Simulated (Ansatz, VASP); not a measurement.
# ZnSe in VASP and in Ansatz

Contents of POSCAR:

```
ZnSe
1.0
    0.0000000000      2.9136670334      2.6805736707
    2.9136670334      0.0000000000      2.6805736707
    2.9136670334      2.9136670334      0.0000000000
Zn Se
1 1
Direct
    0.0000000000      0.0000000000      0.0000000000
    0.7500000000      0.7500000000      0.7500000000
```

INCAR.step1

```
SYSTEM = ZnSe
PREC = Accurate
ENCUT = 520
ISMEAR = 0
SIGMA = 0.05
LREAL = .FALSE.
LASPH = .TRUE.
NELM = 80
NBANDS = 16
GGA = PE
ALGO = Normal
EDIFF = 1E-4
LWAVE = .TRUE.
LCHARG = .FALSE.
```

The input INCAR.step2:

```
SYSTEM = ZnSe
PREC = Accurate
ENCUT = 520
EDIFF = 1E-7
ISMEAR = 0
SIGMA = 0.05
LREAL = .FALSE.
LASPH = .TRUE.
NELM = 80
ALGO = Normal
ISIF = 2
LWAVE = .FALSE.
LCHARG = .FALSE.
METAGGA = R2SCAN
LMIXTAU = .TRUE.
NBANDS = 16
ISTART = 1
```

The input KPOINTS:

```
Automatic mesh
0
G
  10 10 10
  0 0 0
```

Input for Ansatz:

```yaml
crystal:
  lattice:
    - [0.0, 2.9136670334, 2.6805736707]
    - [2.9136670334, 0.0, 2.6805736707]
    - [2.9136670334, 2.9136670334, 0.0]
  atoms:
    - { symbol: Zn, position: [0.0, 0.0, 0.0] }
    - { symbol: Se, position: [0.75, 0.75, 0.75] }
basis:
  ecutwfc: 500
kpoints:
  mp_grid: { grid: [10, 10, 10] }
hamiltonian:
  xc: r2scan
scf:
  occupations: { method: gaussian, width: 0.05 }
output:
  forces: true
  stress: true
  eigenvalues: true
```

Alike in both runs: task single point; functional r2SCAN; k mesh 10 × 10 × 10; occupations gaussian, width 0.05 eV; no spin polarisation.

|  | VASP | Ansatz |
| --- | --- | --- |
| version | VASP 6.6.1 | Ansatz 0.2.0 |
| potentials or method | VASP PAW PBE potentials, release 64 (Zn, Se), cutoff 520 eV | scalar-relativistic, plane waves, PAW |
| valence electrons in the cell | 18 | 28 |

|  | VASP | Ansatz | Ansatz less VASP |
| --- | --- | --- | --- |
| gap on the k mesh at the Fermi level (eV) | 1.67 | 1.67 | -0.004 |
| least direct gap on the mesh (eV) | 1.67 | 1.67 | -0.004 |
| pressure (GPa) | -0.1 | -0.2 | -0.10 |
| traceless stress, the component that is largest in VASP (GPa) | 1.74 | 1.75 | +0.009 |

VASP's potentials were made for PBE, not for r2SCAN. VASP's potentials hold 18 valence electrons a cell and Ansatz's 28, so a difference there can come from the potentials and not from the codes.
